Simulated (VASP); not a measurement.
TaGe4Pt:

```
Ta Ge Pt
1.0
     4.27019    0.00000    0.00000
    -2.13509    3.69809    0.00000
     0.00000    0.00000    7.54875
Ta Ge Pt
1 4 1
Direct
  0.00000 0.00000 0.00000
  0.66667 0.33333 0.00000
  0.66667 0.33333 0.50000
  0.00000 0.00000 0.26160
  0.00000 0.00000 0.73840
  0.00000 0.00000 0.50000
```

| Item | Value |
| --- | --- |
| Program | VASP 6.6.1 |
| Task | relaxation of cell and atoms |
| Functional | PBE |
| Potentials or basis | VASP PAW PBE potentials, release 64 (Ta_pv, Ge_d, Pt) |
| Cutoff | 600 eV |
| k mesh | 4 × 4 × 2 |
| Occupations | gaussian, width 0.2 eV |
| Spin | no spin polarisation |

At the start: pressure 80.7 GPa; volume 19.87 Å³/atom.

Question: Where does the relaxation end?

Answer: Over 35 steps the energy falls by 2888.2 meV/atom and the volume is 26.66 Å³/atom (+34.2 %); space group P-6m2 (No. 187, to 0.05 Å).

Step by step:
| step | energy change (eV) | largest force (eV/Å) | pressure (GPa) | volume (Å³) |
| --- | --- | --- | --- | --- |
| 1 | 0.0000 | 13.3710 | 80.74 | 119.21 |
| 2 | 12.8170 | 1.6945 | -39.37 | 311.31 |
| 3 | -13.8456 | 0.8041 | -3.66 | 204.18 |
| 4 | -13.9688 | 1.2476 | -2.82 | 200.39 |
| 5 | -14.1199 | 2.4427 | -0.98 | 192.24 |
| 6 | -14.1325 | 2.7010 | -0.63 | 190.72 |
| 7 | -14.3912 | 0.4557 | -2.50 | 188.42 |
| 8 | -14.4061 | 0.7347 | -2.28 | 188.93 |
| 9 | -14.8621 | 1.4033 | -1.03 | 177.66 |
| 10 | -16.2959 | 2.3818 | 7.97 | 146.02 |
| 11 | 28.0906 | 57.3069 | 194.24 | 92.06 |
| 12 | -14.5857 | 6.9092 | 13.80 | 145.22 |
| 13 | -12.1067 | 3.1307 | 47.20 | 117.18 |
| 14 | -14.1942 | 8.0882 | 18.04 | 140.38 |
| 15 | -13.9298 | 7.5989 | 28.37 | 128.52 |
| 16 | -14.1410 | 8.1350 | 22.99 | 133.79 |
| 17 | -14.1084 | 8.0495 | 24.26 | 132.44 |
| 18 | -14.1294 | 7.9435 | 24.35 | 132.09 |
| 19 | -14.1819 | 7.6077 | 25.32 | 131.07 |
| 20 | -14.2358 | 6.8632 | 27.13 | 129.04 |
| 21 | -14.2953 | 6.7680 | 26.91 | 129.27 |
| 22 | -14.4689 | 6.4873 | 25.75 | 129.96 |
| 23 | -14.7955 | 5.9476 | 23.68 | 131.35 |
| 24 | -15.3699 | 4.9444 | 19.87 | 134.15 |
| 25 | -16.2338 | 3.2495 | 13.25 | 139.88 |
| 26 | -17.0598 | 1.0861 | 3.57 | 151.80 |
| 27 | -17.1329 | 0.6344 | 1.06 | 155.97 |
| 28 | -17.1389 | 0.5171 | 0.43 | 157.30 |
| 29 | -17.1857 | 0.4829 | 0.35 | 157.70 |
| 30 | -17.2873 | 0.3504 | -0.03 | 158.86 |
| 31 | -17.3035 | 0.0346 | -0.01 | 161.08 |
| 32 | -17.3282 | 0.1591 | -0.07 | 160.11 |
| 33 | -17.3282 | 0.1495 | -0.10 | 160.17 |
| 34 | -17.3287 | 0.1180 | -0.08 | 160.11 |
| 35 | -17.3295 | 0.0240 | -0.02 | 159.94 |

Final structure:
```
Ta Ge Pt
1.0
     4.35421    0.00000    0.00000
    -2.17710    3.77086    0.00000
     0.00000    0.00000    9.74081
Ta Ge Pt
1 4 1
Direct
  0.00000 0.00000 0.00000
  0.66667 0.33333 0.00000
  0.66667 0.33333 0.50000
  0.00000 0.00000 0.25295
  0.00000 0.00000 0.74705
  0.00000 0.00000 0.50000
```

Caveat: the k points lie up to 0.42 Å⁻¹ apart in the final cell; the volume moved by over 15 % at a fixed basis, so the end points are rough; the relaxation stopped at a loose force limit of 0.08 eV/Å, so its end isn't a converged minimum.
